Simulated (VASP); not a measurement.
NaCl, 2 atoms in the cell. The structure is cubic, space group Fm-3m (No. 225). The conventional cell has a = 5.359 Å, b = 5.359 Å, c = 5.359 Å, α = 90.00°, β = 90.00°, γ = 90.00°. Within 3.5 Å of Na (site symmetry m-3m) lie 6 Cl at 2.68 Å. Cl (site symmetry m-3m) has 6 Na at 2.68 Å within 3.5 Å. 

| Property | Result |
| --- | --- |
| Program | VASP 6.6.1 |
| Task | relaxation of cell and atoms |
| Functional | PBE |
| Potentials or basis | VASP PAW PBE potentials, release 64 (Na_pv, Cl) |
| Cutoff | 600 eV |
| k mesh | 6 × 6 × 6 |
| Occupations | gaussian, width 0.1 eV |
| Spin | no spin polarisation |
| Target pressure | 6.66 GPa |
| Dipole correction | no |
| Further INCAR settings | ALGO = Normal; EDIFF = 1e-06; IBRION = 2; EDIFFG = -0.05; NSW = 80; ISIF = 3 |

Potentials or basis: VASP PAW PBE potentials, release 64 (Na_pv, Cl).

Command:

```console
$ cat potpaw_PBE.64/Na_pv/POTCAR potpaw_PBE.64/Cl/POTCAR > POTCAR
$ mpirun -np 1 vasp_std > vasp.out
```

Hardware: 1 thread of Intel(R) Xeon(R) Platinum 8559C (Emerald Rapids), with other jobs on the host.

Q: How long does it take, and how much memory?

A: It took 7.7 s on 1 thread of Intel(R) Xeon(R) Platinum 8559C (Emerald Rapids), with other jobs on the host, peak memory 0.15 GiB. Counts: scf iterations 12, k points 16, ion steps 1.
